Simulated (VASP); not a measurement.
# Rb2VCdC6N6 (Fm-3m) in VASP: single point with PBE

Aim: the single point of Rb2VCdC6N6 with PBE.

Everything below comes from runs of VASP 6.6.1. Logs are shortened: lines on timing, memory, paths and dates and some standing lists are left out, and cuts for length are marked.

## 1. The cell of the first run

Symmetry: Fm-3m, No. 225, cubic system. The conventional cell has a = 10.357 Å, b = 10.357 Å, c = 10.357 Å, α = 90.00°, β = 90.00°, γ = 90.00°. Rb (site symmetry -43m) has 12 N at 3.71 Å and 12 C at 3.71 Å and 4 V at 4.48 Å and 4 Cd at 4.48 Å within 4.9 Å. V (site symmetry m-3m) has 6 N at 2.01 Å within 2.7 Å. Within 2.7 Å of Cd (site symmetry m-3m) lie 6 C at 2.00 Å. Within 1.6 Å of C (site symmetry 4mm) lie 1 N at 1.17 Å. N (site symmetry 4mm) has 1 C at 1.17 Å within 1.6 Å.

## 2. Single point, PBE, collinear spin, ferromagnetic start

INCAR

```
SYSTEM = Rb2VCdC6N6
PREC     = Accurate       ! precision mode
ENCUT    = 520            ! plane-wave cutoff, eV
EDIFF    = 1E-6           ! SCF threshold, eV
ISMEAR   = 0              ! smearing method
SIGMA    = 0.1            ! smearing width, eV
LREAL    = Auto         
LASPH    = .True.         ! aspherical terms in the spheres
NELM     = 150            ! most SCF steps
ALGO     = Normal         ! electronic algorithm
ISIF     = 2              ! what is computed and relaxed
LWAVE    = .False.        ! write WAVECAR
LCHARG   = .False.        ! write CHGCAR
ISPIN    = 2              ! spin polarisation
MAGMOM   = 0 0 2 0 0 0 0 0 0 0 0 0 0 0 0 0 ! initial moments
LORBIT   = 11             ! projections on sites
LMAXMIX  = 4              ! l up to which the mixer works
GGA      = PE             ! functional
NBANDS   = 66             ! bands
```

KPOINTS

```
Automatic mesh
0
Gamma
  4 4 4
  0 0 0
```

POSCAR

```
Rb2VCdC6N6
1.0
    0.0000000000      5.1785000000      5.1785000000
    5.1785000000      0.0000000000      5.1785000000
    5.1785000000      5.1785000000      0.0000000000
Rb V Cd C N
2 1 1 6 6
Direct
    0.2500000000      0.2500000000      0.2500000000
    0.7500000000      0.7500000000      0.7500000000
    0.5000000000      0.5000000000      0.5000000000
    0.0000000000      0.0000000000      0.0000000000
    0.8067973400      0.1932026600      0.1932026600
    0.1932026600      0.8067973400      0.1932026600
    0.1932026600      0.1932026600      0.8067973400
    0.1932026600      0.8067973400      0.8067973400
    0.8067973400      0.1932026600      0.8067973400
    0.8067973400      0.8067973400      0.1932026600
    0.6938302600      0.3061697400      0.3061697400
    0.3061697400      0.6938302600      0.3061697400
    0.3061697400      0.3061697400      0.6938302600
    0.3061697400      0.6938302600      0.6938302600
    0.6938302600      0.3061697400      0.6938302600
    0.6938302600      0.6938302600      0.3061697400
```

Potentials or basis: VASP PAW PBE potentials, release 64 (Rb_sv, V_sv, Cd, C, N).

Command:

```console
> cat potpaw_PBE.64/Rb_sv/POTCAR potpaw_PBE.64/V_sv/POTCAR potpaw_PBE.64/Cd/POTCAR potpaw_PBE.64/C/POTCAR potpaw_PBE.64/N/POTCAR > POTCAR
> mpirun -np 1 vasp_std > vasp.out
```

OUTCAR:

```text
SYSTEM = Rb2VCdC6N6
   PREC = Accurate
   ENCUT = 520
   EDIFF = 1E-6
   ISMEAR = 0
   LREAL = Auto
   LASPH = .True.
   NELM = 150
   ISIF = 2
   ISPIN = 2
   LORBIT = 11
   GGA = PE

 ion  position               nearest neighbor table
   1  0.250  0.250  0.250-  13 3.71  13 3.71  14 3.71  15 3.71  14 3.71  16 3.71  15 3.71  16 3.71
                            12 3.71  11 3.71  12 3.71  11 3.71   5 3.71   6 3.71   5 3.71   6 3.71
   2  0.750  0.750  0.750-  12 3.71  13 3.71  11 3.71  13 3.71  11 3.71  12 3.71  16 3.71  16 3.71
                            14 3.71  14 3.71  15 3.71  15 3.71   9 3.71   8 3.71   9 3.71   8 3.71
   3  0.500  0.500  0.500-  11 2.01  12 2.01  13 2.01  14 2.01  15 2.01  16 2.01
   4  0.000  0.000  0.000-   5 2.00   6 2.00   7 2.00   8 2.00   9 2.00  10 2.00   2 4.48   2 4.48
                             1 4.48   2 4.48   2 4.48   1 4.48   1 4.48   1 4.48
   5  0.807  0.193  0.193-  11 1.17   4 2.00   1 3.71   1 3.71   2 3.71   2 3.71
   6  0.193  0.807  0.193-  12 1.17   4 2.00   1 3.71   1 3.71   2 3.71   2 3.71
   7  0.193  0.193  0.807-  13 1.17   4 2.00   1 3.71   2 3.71   2 3.71   1 3.71
   8  0.193  0.807  0.807-  14 1.17   4 2.00   2 3.71   2 3.71   1 3.71   1 3.71
   9  0.807  0.193  0.807-  15 1.17   4 2.00   2 3.71   2 3.71   1 3.71   1 3.71
  10  0.807  0.807  0.193-  16 1.17   4 2.00   2 3.71   2 3.71   1 3.71   1 3.71
  11  0.694  0.306  0.306-   5 1.17   3 2.01   2 3.71   2 3.71   1 3.71   1 3.71
  12  0.306  0.694  0.306-   6 1.17   3 2.01   2 3.71   2 3.71   1 3.71   1 3.71
  13  0.306  0.306  0.694-   7 1.17   3 2.01   1 3.71   1 3.71   2 3.71   2 3.71
  14  0.306  0.694  0.694-   8 1.17   3 2.01   1 3.71   1 3.71   2 3.71   2 3.71
  15  0.694  0.306  0.694-   9 1.17   3 2.01   1 3.71   1 3.71   2 3.71   2 3.71
  16  0.694  0.694  0.306-  10 1.17   3 2.01   2 3.71   1 3.71   1 3.71   2 3.71

  LATTYP: Found a face centered cubic cell.
 ALAT       =    10.3570000000

  Lattice vectors:

 A1 = (   0.0000000000,   5.1785000000,   5.1785000000)
 A2 = (   5.1785000000,   0.0000000000,   5.1785000000)
 A3 = (   5.1785000000,   5.1785000000,   0.0000000000)

Analysis of symmetry for initial positions (statically):
=====================================================================
 Subroutine PRICEL returns:
 Original cell was already a primitive cell.

 Routine SETGRP: Setting up the symmetry group for a
 face centered cubic supercell.

 Subroutine GETGRP returns: Found 48 space group operations
 (whereof 48 operations were pure point group operations)
 out of a pool of 48 trial point group operations.

The static configuration has the point symmetry O_h .

Analysis of symmetry for dynamics (positions and initial velocities):
=====================================================================
 Subroutine PRICEL returns:
 Original cell was already a primitive cell.

 Routine SETGRP: Setting up the symmetry group for a
 face centered cubic supercell.

 Subroutine GETGRP returns: Found 48 space group operations
 (whereof 48 operations were pure point group operations)
 out of a pool of 48 trial point group operations.

The dynamic configuration has the point symmetry O_h .

Analysis of structural, dynamic, and magnetic symmetry:
=====================================================================
 Subroutine PRICEL returns:
 Original cell was already a primitive cell.

 Routine SETGRP: Setting up the symmetry group for a
 face centered cubic supercell.

 Subroutine GETGRP returns: Found 48 space group operations
 (whereof 48 operations were pure point group operations)
 out of a pool of 48 trial point group operations.

The overall configuration has the point symmetry O_h .

 Subroutine INISYM returns: Found 48 space group operations
 (whereof 48 operations are pure point group operations),
 and found     1 'primitive' translations

----------------------------------------------------------------------------------------

                                     Primitive cell

  volume of cell :     277.7422

  direct lattice vectors                    reciprocal lattice vectors
     0.000000000  5.178500000  5.178500000    -0.096553056  0.096553056  0.096553056
     5.178500000  0.000000000  5.178500000     0.096553056 -0.096553056  0.096553056
     5.178500000  5.178500000  0.000000000     0.096553056  0.096553056 -0.096553056

  length of vectors
     7.323504933  7.323504933  7.323504933     0.167234798  0.167234798  0.167234798

  position of ions in fractional coordinates (direct lattice)
     0.250000000  0.250000000  0.250000000
     0.750000000  0.750000000  0.750000000
     0.500000000  0.500000000  0.500000000
     0.000000000  0.000000000  0.000000000
     0.806797340  0.193202660  0.193202660
     0.193202660  0.806797340  0.193202660
[... 8 lines left out ...]
     0.693830260  0.306169740  0.693830260
     0.693830260  0.693830260  0.306169740

  ion indices of the primitive-cell ions
   primitive index   ion index
                 1           1
[... 50 lines left out ...]
  0.500000  0.500000  0.000000      3.000000
 -0.250000  0.500000  0.250000      6.000000
   k-points           NKPTS =      8   k-points in BZ     NKDIM =      8   number of bands    NBANDS=     66
   number of dos      NEDOS =    301   number of ions     NIONS =     16
   total plane-waves  NPLWV = 157464
   dimension x,y,z NGX =    54 NGY =   54 NGZ =   54
   dimension x,y,z NGXF=   108 NGYF=  108 NGZF=  108
   ions per type =               2   1   1   6   6
   NGX,Y,Z   is equivalent  to a cutoff of  12.26, 12.26, 12.26 a.u.
   NGXF,Y,Z  is equivalent  to a cutoff of  24.52, 24.52, 24.52 a.u.
 SYSTEM =  Rb2VCdC6N6
   PREC   = accura    normal or accurate (medium, high low for compatibility)
   ISTART =      0    job   : 0-new  1-cont  2-samecut
   ICHARG =      2    charge: 1-file 2-atom 10-const
   ISPIN  =      2    spin polarized calculation?
   LNONCOLLINEAR =      F non collinear calculations
   LSORBIT =      F    spin-orbit coupling
   LASPH  =      T    aspherical Exc in radial PAW
   ENCUT  =  520.0 eV  38.22 Ry    6.18 a.u.  13.62 13.62 13.62*2*pi/ulx,y,z
   NELM   =    150;   NELMIN=  2; NELMDL= -5     # of ELM steps
   EDIFF  = 0.1E-05   stopping-criterion for ELM
   LREAL  =      T    real-space projection
   EDIFFG = 0.1E-04   stopping-criterion for IOM
   NSW    =      0    number of steps for IOM
   IBRION =     -1    ionic relax: 0-MD 1-quasi-New 2-CG
   NFREE  =      0    steps in history (QN), initial steepest desc. (CG)
   ISIF   =      2    stress and relaxation
   ISYM   =      2    0-nonsym 1-usesym 2-fastsym
   POTIM  = 0.5000    time-step for ionic-motion
   TEBEG  =    0.0;   TEEND  =   0.0 temperature during run
   PSTRESS=    0.0 pullay stress
   NELECT =      97.0000    total number of electrons
   NUPDOWN=      -1.0000    fix difference up-down
   EMIN   =  10.00;   EMAX   =-10.00  energy-range for DOS
   EFERMI =   0.00;   METHOD = LEGACY
   ISMEAR =     0;   SIGMA  =   0.10  broadening in eV -4-tet -1-fermi 0-gaus
   EFERMI_NEDOS =   21; number of points for ismear=-14 and -15
   IALGO  =     38    algorithm
   IMIX   =      4    mixing-type and parameters
     AMIX     =   0.40;   BMIX     =  1.00
     AMIX_MAG =   1.60;   BMIX_MAG =  1.00
  volume/ion in A,a.u.               =      17.36       117.14
  Fermi-wavevector in a.u.,A,eV,Ry     =   1.152882  2.178631 18.083998  1.329136
  Thomas-Fermi vector in A             =   2.289530
   LORBIT       =     11    0 simple, 1 ext, 2 COOP (PROOUT), +10 PAW based schemes
   GGA     = PE    functional components
   LHFCALC =     F    Hartree Fock is set to
   AEXX    =    0.0000 exact exchange contribution
   IVDW    =     0    specifies the selected vdW correction
   LEPSILON=     F    determine dielectric tensor
   LRPA    =     F    only Hartree local field effects (RPA)
 spin polarized calculation
 Gauss-broadening in eV      SIGMA  =   0.10
  energy-cutoff  :      520.00
  volume of cell :      277.74
 maximum number of plane-waves:      7523
   NGX = 27   NGY = 27   NGZ = 27

 number of electron      96.9999991 magnetization      -0.0126664

 number of electron      96.9999991 magnetization       0.0079501

 Free energy of the ion-electron system (eV)
  ---------------------------------------------------
  ext. energy  EPLUGINS =         0.00000000
  ---------------------------------------------------
  free energy    TOTEN  =      -109.67328407 eV

  energy without entropy =     -109.60082963  energy(sigma->0) =     -109.63705685

 E-fermi :   2.2129     XC(G=0):  -8.4029

 val. band max:        2.2123437257   @ k =   0.2500   0.2500   0.0000
 cond. band min:       2.2204554975   @ k =  -0.2500   0.2500   0.0000
 fundamental gap:      0.0081117718
 Fermi energy:         2.2129239085

 spin component 1

 k-point     1 :       0.0000    0.0000    0.0000
  band No.  band energies     occupation
      1     -62.4207      1.00000
      2     -36.2973      1.00000
      3     -36.2973      1.00000
      4     -36.2973      1.00000
      5     -25.8401      1.00000
      6     -25.8372      1.00000
[... 493 lines left out ...]
     59       5.8159      0.00000
     60       6.0309      0.00000
 Fermi energy:         2.2129239085

 spin component 2

 k-point     1 :       0.0000    0.0000    0.0000
  band No.  band energies     occupation
      1     -62.4177      1.00000
      2     -36.2941      1.00000
      3     -36.2941      1.00000
      4     -36.2941      1.00000
      5     -25.8401      1.00000
      6     -25.8372      1.00000
[... 493 lines left out ...]
     59       5.8172      0.00000
     60       6.0315      0.00000
 [bands above 60 left out]

------------------------ aborting loop because EDIFF is reached ----------------------------------------

  FORCE on cell =-STRESS in cart. coord.  units (eV):
  Direction    XX          YY          ZZ          XY          YZ          ZX
  --------------------------------------------------------------------------------------
  -------------------------------------------------------------------------------------
  Total       29.7715101     29.7715101     29.7715101     -0.0000000     -0.0000000      0.0000000
  in kB      171.7392290    171.7392290    171.7392290     -0.0000000     -0.0000000      0.0000000
  external PRESSURE =     171.7392290 kB  Pullay stress =       0.0000000 kB

 VOLUME and BASIS-vectors are now :
 -----------------------------------------------------------------------------
  energy-cutoff  :      520.00
  volume of cell :      277.74
      direct lattice vectors                 reciprocal lattice vectors
     0.000000000  5.178500000  5.178500000    -0.096553056  0.096553056  0.096553056
     5.178500000  0.000000000  5.178500000     0.096553056 -0.096553056  0.096553056
     5.178500000  5.178500000  0.000000000     0.096553056  0.096553056 -0.096553056

 POSITION                                       TOTAL-FORCE (eV/Angst)
 -----------------------------------------------------------------------------------
      2.58925      2.58925      2.58925        -0.000000     -0.000000     -0.000000
      7.76775      7.76775      7.76775        -0.000000      0.000000     -0.000000
      5.17850      5.17850      5.17850        -0.000000     -0.000000     -0.000000
      0.00000      0.00000      0.00000        -0.000000     -0.000000     -0.000000
      2.00100      5.17850      5.17850         4.228635      0.000000     -0.000000
      5.17850      2.00100      5.17850        -0.000000      4.228635     -0.000000
[... 8 lines left out ...]
      5.17850      7.18600      5.17850        -0.000000     -1.725449     -0.000000
      5.17850      5.17850      7.18600        -0.000000      0.000000     -1.725449
 -----------------------------------------------------------------------------------
    total drift:                               -0.000000      0.000000      0.000000

  FREE ENERGIE OF THE ION-ELECTRON SYSTEM (eV)
  ---------------------------------------------------
  free  energy   TOTEN  =      -109.6732840713 eV

  energy  without entropy=     -109.6008296341  energy(sigma->0) =     -109.63705685

 total charge

# of ion       s       p       d       tot
------------------------------------------
    1        1.931   5.354   0.009   7.294
    2        1.931   5.354   0.009   7.294
    3        2.242   6.291   3.032  11.564
    4        0.527   0.831   9.773  11.131
    5        0.998   1.639   0.000   2.637
    6        0.998   1.639   0.000   2.637
[... 8 lines left out ...]
   15        1.316   2.607   0.000   3.923
   16        1.316   2.607   0.000   3.923
--------------------------------------------------
tot         20.516  43.304  12.823  76.643

 magnetization (x)

# of ion       s       p       d       tot
------------------------------------------
    1        0.000   0.000   0.000   0.000
    2        0.000   0.000   0.000   0.000
    3        0.000   0.000   0.016   0.016
    4       -0.000  -0.000   0.000   0.000
    5        0.000   0.001   0.000   0.001
    6        0.000   0.001   0.000   0.001
[... 8 lines left out ...]
   15       -0.000  -0.000   0.000  -0.000
   16       -0.000  -0.000   0.000  -0.000
--------------------------------------------------
tot          0.000   0.002   0.016   0.019
```

Run time: 29 min. Hardware: 1 thread of Oxide Virtual Turin-like, shared host; peak memory 0.6 GiB.

What came out:

| Property | Result |
| --- | --- |
| Free energy | -109.6733 eV |
| Pressure | 17.2 GPa |
| Largest force | 4.229 eV/Å |
| Net moment | 0.01 μB per cell |
| Valence electrons inside the program's atomic spheres | Rb 7.29; V 11.56; Cd 11.13; C 2.64; N 3.92 |

Forces on the atoms (eV/Å):
```
Rb   0.000  0.000  0.000
Rb   0.000  0.000  0.000
V    0.000  0.000  0.000
Cd   0.000  0.000  0.000
C    4.229  0.000  0.000
C    0.000  4.229  0.000
C    0.000  0.000  4.229
C   -4.229  0.000  0.000
C    0.000 -4.229  0.000
C    0.000  0.000 -4.229
N    1.725  0.000  0.000
N    0.000  1.725  0.000
N    0.000  0.000  1.725
N   -1.725  0.000  0.000
N    0.000 -1.725  0.000
N    0.000  0.000 -1.725
```

Caveat: the cell stands under pressure; forces of over 1 eV/Å act on the atoms, so gaps and moduli don't describe the material at rest. With open d or f shells a metallic result of PBE can be an artefact of self-interaction; +U or a hybrid may open a gap.
